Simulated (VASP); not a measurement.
# CuRe12 (a cell with a defect) in VASP: further runs

CuRe12 (a cell with a defect) is run at these levels: PBEsol; tasks: single point.

All numbers are computed with VASP 6.6.1; they aren't measurements. Logs are shortened: lines on timing, memory, paths and dates and some standing lists are left out, and cuts for length are marked.

## 1. The cell of the first run

The cell holds a defect, 13 atoms: a = 5.520 Å, b = 8.280 Å, c = 4.457 Å, α = 90.00°, β = 90.00°, γ = 120.00°.

## 2. Single point, PBEsol

Input file INCAR:

```
SYSTEM = CuRe12
PREC     = Accurate       ! precision mode
ENCUT    = 520            ! plane-wave cutoff, eV
EDIFF    = 1E-6           ! SCF threshold, eV
ISMEAR   = -1             ! smearing method
SIGMA    = 0.15           ! smearing width, eV
LREAL    = .FALSE.        ! projectors in reciprocal space
LASPH    = .TRUE.         ! aspherical terms in the spheres
NELM     = 100            ! most SCF steps
ALGO     = Normal         ! electronic algorithm
ISIF     = 2              ! what is computed and relaxed
LWAVE    = .FALSE.        ! write WAVECAR
LCHARG   = .FALSE.        ! write CHGCAR
GGA      = PS             ! functional
NBANDS   = 60             ! bands
```

Input file KPOINTS:

```
Automatic mesh
0
G
  2 2 2
  0 0 0
```

Input file POSCAR:

```
CuRe12
1.0
    5.5200000000      0.0000000000      0.0000000000
   -4.1400000000      7.1706900000      0.0000000000
    0.0000000000      0.0000000000      4.4574000000
Re Cu
12 1
Direct
   -0.0177662615     -0.0224931524      0.0330366598
    0.1749211114      0.2265946675      0.4449937821
   -0.0362633500      0.2890236739     -0.0906706792
    0.1837256695      0.5783398784      0.5311529765
   -0.0235348560      0.6428236538      0.0224448420
    0.0925589766      0.8497737062      0.5165978988
    0.4680235985     -0.0433491283      0.1200433541
    0.7592625160      0.3045085667      0.3740188371
    0.4704464226      0.3522927374     -0.0159038059
    0.6343755545      0.5612894427      0.5172835945
    0.4846806366      0.6618635140      0.0204804183
    0.6875086335      0.9244479591      0.5650346879
    0.4503653485      0.1103181809      0.7111754340
```

Potentials or basis: VASP PAW PBE potentials, release 64 (Re, Cu).

Launch:

```bash
> cat potpaw_PBE.64/Re/POTCAR potpaw_PBE.64/Cu/POTCAR > POTCAR
> mpirun -np 1 vasp_std > vasp.out
```

OUTCAR:

```text
SYSTEM = CuRe12
   PREC = Accurate
   ENCUT = 520
   EDIFF = 1E-6
   ISMEAR = -1
   LREAL = .FALSE.
   LASPH = .TRUE.
   NELM = 100
   ISIF = 2
   GGA = PS

 ion  position               nearest neighbor table
   1  0.982  0.978  0.033-  12 2.54   2 2.56   6 2.60  13 2.67  11 2.68   3 2.69   6 2.73   5 2.76
                             7 2.78  12 2.78   7 2.80   9 2.93   2 3.17
   2  0.175  0.227  0.445-  13 2.47   9 2.50   3 2.55   1 2.56  12 2.66  10 2.68   8 2.69   9 2.80
                             3 2.82   4 2.91   6 2.94   8 2.97   1 3.17
   3  0.964  0.289  0.909-   8 2.39   2 2.55   9 2.60  13 2.61   8 2.67   4 2.67   1 2.69   2 2.82
                             7 2.90   5 2.94  11 3.03  12 3.03   9 3.04
   4  0.184  0.578  0.531-   8 2.41   6 2.54  10 2.56  11 2.62   5 2.65   3 2.67  11 2.70   5 2.71
                            12 2.83   2 2.91  10 2.96   7 3.27
   5  0.976  0.643  0.022-   9 2.63   4 2.65   6 2.66   7 2.69   6 2.71   4 2.71  11 2.73   1 2.76
                            10 2.76  10 2.80  11 2.80   8 2.90   3 2.94
   6  0.093  0.850  0.517-  13 2.25  10 2.46   7 2.52   4 2.54   1 2.60  12 2.61   5 2.66   5 2.71
                             1 2.73   2 2.94  12 3.03   7 3.24
   7  0.468  0.957  0.120-  13 2.25  12 2.41   6 2.52  11 2.53   5 2.69   8 2.74   1 2.78   1 2.80
                            12 2.83   3 2.90  13 2.95   6 3.24   4 3.27   9 3.32
   8  0.759  0.305  0.374-  13 2.24   3 2.39   4 2.41   9 2.52  10 2.62   3 2.67   2 2.69   7 2.74
                             5 2.90   2 2.97  12 3.09   9 3.27
   9  0.470  0.352  0.984-  13 2.30   2 2.50   8 2.52  11 2.53  10 2.56   3 2.60   5 2.63   2 2.80
                            10 2.81   1 2.93   3 3.04   8 3.27   7 3.32
  10  0.634  0.561  0.517-   6 2.46   4 2.56   9 2.56   8 2.62  11 2.64  11 2.66   2 2.68   5 2.76
                             5 2.80   9 2.81  12 2.88   4 2.96
  11  0.485  0.662  0.020-   7 2.53   9 2.53   4 2.62  10 2.64  10 2.66   1 2.68   4 2.70   5 2.73
                            12 2.77   5 2.80   3 3.03  12 3.07
  12  0.688  0.924  0.565-   7 2.41   1 2.54  13 2.55   6 2.61   2 2.66  11 2.77   1 2.78   7 2.83
                             4 2.83  10 2.88   6 3.03   3 3.03  11 3.07   8 3.09
  13  0.450  0.110  0.711-   8 2.24   6 2.25   7 2.25   9 2.30   2 2.47  12 2.55   3 2.61   1 2.67
                             7 2.95

  LATTYP: Found a simple monoclinic cell.
 ALAT       =     5.5200000000
 B/A-ratio  =     0.8075000000
 C/A-ratio  =     1.3228755945
 COS(beta)  =    -0.1889822452

  Lattice vectors:

 A1 = (   5.5200000000,   0.0000000000,   0.0000000000)
 A2 = (   0.0000000000,   0.0000000000,   4.4574000000)
 A3 = (  -1.3800000000,  -7.1706900000,   0.0000000000)

Analysis of symmetry for initial positions (statically):
=====================================================================
 Subroutine PRICEL returns:
 Original cell was already a primitive cell.

 Routine SETGRP: Setting up the symmetry group for a
 simple monoclinic supercell.

 Subroutine GETGRP returns: Found  1 space group operations
 (whereof  1 operations were pure point group operations)
 out of a pool of  4 trial point group operations.

The static configuration has the point symmetry C_1 .

Analysis of symmetry for dynamics (positions and initial velocities):
=====================================================================
 Subroutine PRICEL returns:
 Original cell was already a primitive cell.

 Routine SETGRP: Setting up the symmetry group for a
 simple monoclinic supercell.

 Subroutine GETGRP returns: Found  1 space group operations
 (whereof  1 operations were pure point group operations)
 out of a pool of  4 trial point group operations.

The dynamic configuration has the point symmetry C_1 .

 Subroutine INISYM returns: Found  1 space group operations
 (whereof  1 operations are pure point group operations),
 and found     1 'primitive' translations

----------------------------------------------------------------------------------------

                                     Primitive cell

  volume of cell :     176.4337

  direct lattice vectors                    reciprocal lattice vectors
     5.520000000  0.000000000  0.000000000     0.181159420  0.104592445  0.000000000
    -4.140000000  7.170690000  0.000000000     0.000000000  0.139456593  0.000000000
     0.000000000  0.000000000  4.457400000     0.000000000  0.000000000  0.224346031

  length of vectors
[... 45 lines left out ...]
     0.000000000  0.069728297  0.000000000     0.000000000  0.500000000  0.000000000
     0.000000000  0.000000000  0.112173016     0.000000000  0.000000000  0.500000000

  Length of vectors
     0.104592441  0.069728297  0.112173016

  Shift w.r.t. Gamma in fractional coordinates (k-lattice)
     0.000000000  0.000000000  0.000000000

 Subroutine IBZKPT returns following result:
 ===========================================

 Found      8 irreducible k-points:

 Following reciprocal coordinates:
            Coordinates               Weight
  0.000000  0.000000  0.000000      1.000000
  0.500000  0.000000  0.000000      1.000000
  0.000000  0.500000  0.000000      1.000000
  0.500000  0.500000  0.000000      1.000000
  0.000000  0.000000  0.500000      1.000000
  0.500000  0.000000  0.500000      1.000000
  0.000000  0.500000  0.500000      1.000000
  0.500000  0.500000  0.500000      1.000000
   k-points           NKPTS =      8   k-points in BZ     NKDIM =      8   number of bands    NBANDS=     60
   number of dos      NEDOS =    301   number of ions     NIONS =     13
   total plane-waves  NPLWV =  96768
   dimension x,y,z NGX =    42 NGY =   64 NGZ =   36
   dimension x,y,z NGXF=    84 NGYF=  128 NGZF=   72
   ions per type =              12   1
   NGX,Y,Z   is equivalent  to a cutoff of  12.65, 12.85, 13.43 a.u.
   NGXF,Y,Z  is equivalent  to a cutoff of  25.30, 25.70, 26.85 a.u.
 SYSTEM =  CuRe12
   PREC   = accura    normal or accurate (medium, high low for compatibility)
   ISTART =      0    job   : 0-new  1-cont  2-samecut
   ICHARG =      2    charge: 1-file 2-atom 10-const
   ISPIN  =      1    spin polarized calculation?
   LNONCOLLINEAR =      F non collinear calculations
   LSORBIT =      F    spin-orbit coupling
   LASPH  =      T    aspherical Exc in radial PAW
   ENCUT  =  520.0 eV  38.22 Ry    6.18 a.u.  10.26 15.40  8.29*2*pi/ulx,y,z
   NELM   =    100;   NELMIN=  2; NELMDL= -5     # of ELM steps
   EDIFF  = 0.1E-05   stopping-criterion for ELM
   LREAL  =      F    real-space projection
   EDIFFG = 0.1E-04   stopping-criterion for IOM
   NSW    =      0    number of steps for IOM
   IBRION =     -1    ionic relax: 0-MD 1-quasi-New 2-CG
   NFREE  =      0    steps in history (QN), initial steepest desc. (CG)
   ISIF   =      2    stress and relaxation
   ISYM   =      2    0-nonsym 1-usesym 2-fastsym
   POTIM  = 0.5000    time-step for ionic-motion
   TEBEG  =    0.0;   TEEND  =   0.0 temperature during run
   PSTRESS=    0.0 pullay stress
   NELECT =      95.0000    total number of electrons
   NUPDOWN=      -1.0000    fix difference up-down
   EMIN   =  10.00;   EMAX   =-10.00  energy-range for DOS
   EFERMI =   0.00;   METHOD = LEGACY
   ISMEAR =    -1;   SIGMA  =   0.15  broadening in eV -4-tet -1-fermi 0-gaus
   EFERMI_NEDOS =   21; number of points for ismear=-14 and -15
   IALGO  =     38    algorithm
   IMIX   =      4    mixing-type and parameters
     AMIX     =   0.40;   BMIX     =  1.00
     AMIX_MAG =   1.60;   BMIX_MAG =  1.00
  volume/ion in A,a.u.               =      13.57        91.59
  Fermi-wavevector in a.u.,A,eV,Ry     =   1.331851  2.516833 24.134366  1.773826
  Thomas-Fermi vector in A             =   2.460830
   LORBIT       =      0    0 simple, 1 ext, 2 COOP (PROOUT), +10 PAW based schemes
   GGA     = PS    functional components
   LHFCALC =     F    Hartree Fock is set to
   AEXX    =    0.0000 exact exchange contribution
   IVDW    =     0    specifies the selected vdW correction
   LEPSILON=     F    determine dielectric tensor
   LRPA    =     F    only Hartree local field effects (RPA)
 non-spin polarized calculation
  energy-cutoff  :      520.00
  volume of cell :      176.43
 maximum number of plane-waves:      4768
 NGX is ok and might be reduce to    42
   NGX = 21   NGY = 31   NGZ = 17

 number of electron      95.0000001 magnetization

 Free energy of the ion-electron system (eV)
  ---------------------------------------------------
  ext. energy  EPLUGINS =         0.00000000
  ---------------------------------------------------
  free energy    TOTEN  =      -158.64171908 eV

  energy without entropy =     -157.97149469  energy(sigma->0) =     -158.30660689

 E-fermi :   8.9774     XC(G=0): -14.0973

 val. band max:        8.9328137166   @ k =   0.5000   0.5000   0.5000
 cond. band min:       9.0209727301   @ k =   0.5000   0.0000   0.0000
 fundamental gap:      0.0881590136
 Fermi energy:         8.9773873319

 k-point     1 :       0.0000    0.0000    0.0000
  band No.  band energies     occupation
      1      -1.7749      2.00000
      2       1.3035      2.00000
      3       1.3569      2.00000
      4       1.7607      2.00000
      5       2.1294      2.00000
      6       2.1484      2.00000
[... 485 lines left out ...]
     58      11.3408      0.00000
     59      11.4073      0.00000
 [bands above 59 left out]

------------------------ aborting loop because EDIFF is reached ----------------------------------------

  FORCE on cell =-STRESS in cart. coord.  units (eV):
  Direction    XX          YY          ZZ          XY          YZ          ZX
  --------------------------------------------------------------------------------------
  -------------------------------------------------------------------------------------
  Total       36.4310255     33.8240374     44.6986947      1.4490083     -2.6659928      1.5155034
  in kB      330.8265413    307.1527402    405.9044286     13.1583012    -24.2096170     13.7621368
  external PRESSURE =     347.9612367 kB  Pullay stress =       0.0000000 kB

 VOLUME and BASIS-vectors are now :
 -----------------------------------------------------------------------------
  energy-cutoff  :      520.00
  volume of cell :      176.43
      direct lattice vectors                 reciprocal lattice vectors
     5.520000000  0.000000000  0.000000000     0.181159420  0.104592445  0.000000000
    -4.140000000  7.170690000  0.000000000     0.000000000  0.139456593  0.000000000
     0.000000000  0.000000000  4.457400000     0.000000000  0.000000000  0.224346031

 POSITION                                       TOTAL-FORCE (eV/Angst)
 -----------------------------------------------------------------------------------
      1.37505      7.00940      0.14726        -0.008867     -0.002394      0.012409
      0.02746      1.62484      1.98352        -0.000998     -0.026617     -0.031566
      4.12327      2.07250      4.05324        -0.039376      0.007624      0.123673
     -1.38016      4.14710      2.36756        -0.042526     -0.075372     -0.013643
      2.72880      4.60949      0.10005         0.000568      0.001136     -0.025481
     -3.00714      6.09346      2.30268        -0.014013     -0.052346     -0.045169
     -1.37704      6.85985      0.53508         0.074338     -0.067270      0.087481
      2.93046      2.18354      1.66715         0.106431      0.076104     -0.124649
      1.13837      2.52618      4.38651        -0.037298      0.006524      0.046318
      1.17801      4.02483      2.30574        -0.007610      0.046816      0.031010
     -0.06468      4.74602      0.09129         0.003326      0.014564     -0.015734
     -0.03217      6.62893      2.51859        -0.044460      0.062520     -0.086141
      2.02930      0.79106      3.16999         0.010485      0.008709      0.041493
 -----------------------------------------------------------------------------------
    total drift:                               -0.000361      0.000574     -0.000770

  FREE ENERGIE OF THE ION-ELECTRON SYSTEM (eV)
  ---------------------------------------------------
  free  energy   TOTEN  =      -158.6417190840 eV

  energy  without entropy=     -157.9714946914  energy(sigma->0) =     -158.30660689
```

It took 7 min on 1 thread of Intel Xeon Platinum 8375C at 2.90GHz (Ice Lake), shared host; peak memory 0.33 GiB.

What came out:

```
Free energy   : -158.6417 eV
Pressure      : 34.8 GPa
Largest force : 0.181 eV/Å
```

Forces in eV/Å, atoms in the order of the input:
```
Re  -0.009 -0.002  0.012
Re  -0.001 -0.027 -0.032
Re  -0.039  0.008  0.124
Re  -0.043 -0.075 -0.014
Re   0.001  0.001 -0.025
Re  -0.014 -0.052 -0.045
Re   0.074 -0.067  0.087
Re   0.106  0.076 -0.125
Re  -0.037  0.007  0.046
Re  -0.008  0.047  0.031
Re   0.003  0.015 -0.016
Re  -0.044  0.063 -0.086
Cu   0.010  0.009  0.041
```

Stress tensor (GPa, compression positive):
```
33.08  1.32  1.38
 1.32 30.72 -2.42
 1.38 -2.42 40.59
```

Caveat: the k points lie up to 0.70 Å⁻¹ apart; the PAW data sets were made with another functional, which shifts forces and pressure a little; spin-orbit coupling is left out, which moves the levels of the heavy elements.

## 3. Single point, PBEsol

Input file INCAR:

```
SYSTEM = CuRe12
ALGO = Normal
EDIFF = 1E-6
ENCUT = 520
GGA = PS
ISIF = 2
ISMEAR = -1
LASPH = .TRUE.
LCHARG = .TRUE.
LELF = .TRUE.
LREAL = .FALSE.
LVHAR = .TRUE.
LWAVE = .FALSE.
NBANDS = 60
NELM = 60
PREC = Accurate
SIGMA = 0.15
```

Input file KPOINTS:

```
k-points
0
G
  2 2 2
  0 0 0
```

Input file POSCAR:

```
CuRe12
1.0
    5.5200000000      0.0000000000      0.0000000000
   -4.1400000000      7.1706900000      0.0000000000
    0.0000000000      0.0000000000      4.4574000000
Re Cu
12 1
Direct
   -0.0118388092     -0.0314614075      0.0287611612
    0.1813041326      0.2193233845      0.4734374299
   -0.0476712750      0.2852305706     -0.0631085386
    0.1680148529      0.5698893691      0.5131018082
   -0.0104459562      0.6515551502     -0.0020864181
    0.1044533741      0.8480634360      0.5199219276
    0.4783596814     -0.0604962702      0.1116345852
    0.7338488589      0.3011704592      0.4135370395
    0.4669784934      0.3635075565     -0.0125633778
    0.6278490069      0.5698614778      0.4872571454
    0.4824708477      0.6643572655     -0.0086373222
    0.7099017111      0.9490718466      0.5627720196
    0.4348727154      0.0958206254      0.7535558846
```

Potentials or basis: VASP PAW PBE potentials, release 64 (Re, Cu).

Launch:

```bash
> cat potpaw_PBE.64/Re/POTCAR potpaw_PBE.64/Cu/POTCAR > POTCAR
> mpirun -np 1 vasp_std > vasp.out
```

Wall time 6.2 min (1 thread of Intel Xeon Platinum 8375C at 2.90GHz (Ice Lake), shared host); peak memory 0.32 GiB.

Results (log left out):

- Free energy: -157.5258 eV
- Pressure: 39.0 GPa
- Largest force: 2.717 eV/Å

Forces on the atoms (eV/Å):
```
Re  -0.866  1.128  1.352
Re  -0.309  1.242 -1.191
Re  -0.288  0.523  0.537
Re   1.459  0.223 -0.641
Re  -1.308 -1.294  0.928
Re  -1.349  0.131 -1.461
Re  -0.211  0.714  1.764
Re   0.824 -0.818 -1.886
Re   0.896 -1.269  0.033
Re  -0.010 -0.279  0.751
Re   1.224 -0.842 -0.634
Re   0.308 -2.119  0.860
Cu  -0.372  2.660 -0.413
```

Stress tensor (GPa, compression positive):
```
36.68 -1.23  3.60
-1.23 38.79 -0.87
 3.60 -0.87 41.48
```

Levels at points of the mesh, in eV from the Fermi level:
```
           k point  band 43  band 44  band 45  band 46  band 47  band 48  band 49  band 50  band 51  band 52
(0.00, 0.00, 0.00)    -1.04    -0.66    -0.48    -0.48    -0.26    -0.15     0.05     0.27     0.55     1.04
(0.50, 0.00, 0.00)    -1.09    -0.84    -0.75    -0.57    -0.37    -0.19     0.25     0.33     0.52     0.85
(0.00, 0.50, 0.00)    -1.22    -0.98    -0.63    -0.61    -0.31    -0.14    -0.01     0.13     0.31     0.84
(0.50, 0.50, 0.00)    -1.06    -0.97    -0.65    -0.48    -0.24    -0.16    -0.02     0.53     0.56     0.64
(0.00, 0.00, 0.50)    -0.71    -0.39    -0.37    -0.16     0.02     0.29     0.39     0.66     0.76     1.04
(0.50, 0.00, 0.50)    -0.94    -0.73    -0.64    -0.39    -0.13     0.08     0.28     0.56     0.80     0.89
(0.00, 0.50, 0.50)    -0.68    -0.58    -0.43    -0.22     0.01     0.21     0.40     0.57     0.70     0.97
(0.50, 0.50, 0.50)    -1.31    -0.76    -0.61    -0.55    -0.21     0.01     0.24     0.50     0.70     1.19
```

Caveat: the k points lie up to 0.70 Å⁻¹ apart; the PAW data sets were made with another functional, which shifts forces and pressure a little; spin-orbit coupling is left out, which moves the levels of the heavy elements.

## 4. Single point, PBEsol

Input file INCAR:

```
PREC     = Accurate       # precision mode
ENCUT    = 520            # plane-wave cutoff, eV
EDIFF    = 1E-6           # SCF threshold, eV
ISMEAR   = -1             # smearing method
SIGMA    = 0.15           # smearing width, eV
LREAL    = False          # projectors in reciprocal space
LASPH    = True           # aspherical terms in the spheres
NELM     = 100            # most SCF steps
ALGO     = Normal         # electronic algorithm
ISIF     = 2              # what is computed and relaxed
LWAVE    = False          # write WAVECAR
LCHARG   = False          # write CHGCAR
GGA      = PS             # functional
NBANDS   = 60             # bands
```

Input file KPOINTS:

```
regular mesh
0
Gamma
  2 2 2
```

Input file POSCAR:

```
CuRe12
1.0
    5.5200000000      0.0000000000      0.0000000000
   -4.1400000000      7.1706900000      0.0000000000
    0.0000000000      0.0000000000      4.4574000000
Re Cu
12 1
Direct
   -0.0220639652     -0.0341529197      0.0414142774
    0.1940396792      0.2156277848      0.4558262664
   -0.0027995547      0.3139725745     -0.0726208103
    0.1653895432      0.5700846083      0.4929555346
   -0.0405686691      0.6325751078      0.0120698165
    0.1163176277      0.8525539383      0.5482568313
    0.4485384407     -0.0597989873      0.1045901198
    0.7327871354      0.2876292240      0.3580562660
    0.4541404161      0.3532017142     -0.0040157940
    0.6405429076      0.5802649396      0.5264503971
    0.5037477490      0.6739100421     -0.0322160901
    0.6853139755      0.9323510011      0.5955041055
    0.4577793737      0.1305174258      0.7470049805
```

Launch:

```bash
> cat potpaw_PBE.64/Re/POTCAR potpaw_PBE.64/Cu/POTCAR > POTCAR
> mpirun -np 1 vasp_std > vasp.out
```

Wall time 6 min (1 thread of Intel Xeon Platinum 8375C at 2.90GHz (Ice Lake), shared host); peak memory 0.33 GiB.

It converged, with:

```yaml
Free_energy: -156.8475 eV
Pressure: 40.7 GPa
Largest_force: 4.279 eV/Å
```

Forces on the atoms (eV/Å):
```
Re  -0.146  1.275  1.082
Re  -2.898  0.753  0.183
Re  -1.313 -1.071 -1.697
Re   1.335  0.327  0.716
Re   0.559  0.179  0.075
Re  -1.162  1.050 -1.386
Re   1.346 -0.701  1.832
Re   1.144  0.225  0.887
Re  -0.289  1.395  0.560
Re   0.833 -1.979 -2.839
Re  -1.857 -1.722  3.449
Re   0.156  1.434 -2.912
Cu   2.294 -1.165  0.050
```

Stress tensor (GPa, compression positive):
```
40.28 -1.98 -1.86
-1.98 36.96 -2.65
-1.86 -2.65 44.88
```

Levels at points of the mesh, in eV from the Fermi level:
```
           k point  band 46  band 47  band 48  band 49  band 50  band 51
(0.00, 0.00, 0.00)    -0.49    -0.32    -0.01     0.15     0.34     0.80
(0.50, 0.00, 0.00)    -0.57    -0.44     0.03     0.24     0.45     0.83
(0.00, 0.50, 0.00)    -0.48    -0.37    -0.22     0.24     0.41     0.69
(0.50, 0.50, 0.00)    -0.55    -0.23    -0.06     0.11     0.22     0.62
(0.00, 0.00, 0.50)    -0.15    -0.08     0.24     0.30     0.58     0.73
(0.50, 0.00, 0.50)    -0.51    -0.38    -0.10     0.24     0.52     0.55
(0.00, 0.50, 0.50)    -0.23    -0.04     0.08     0.18     0.51     0.68
(0.50, 0.50, 0.50)    -0.38    -0.32    -0.21     0.43     0.52     0.62
```

Caveat: the k points lie up to 0.70 Å⁻¹ apart; the PAW data sets were made with another functional, which shifts forces and pressure a little; spin-orbit coupling is left out, which moves the levels of the heavy elements.

(Continued in part 2 of 2.)
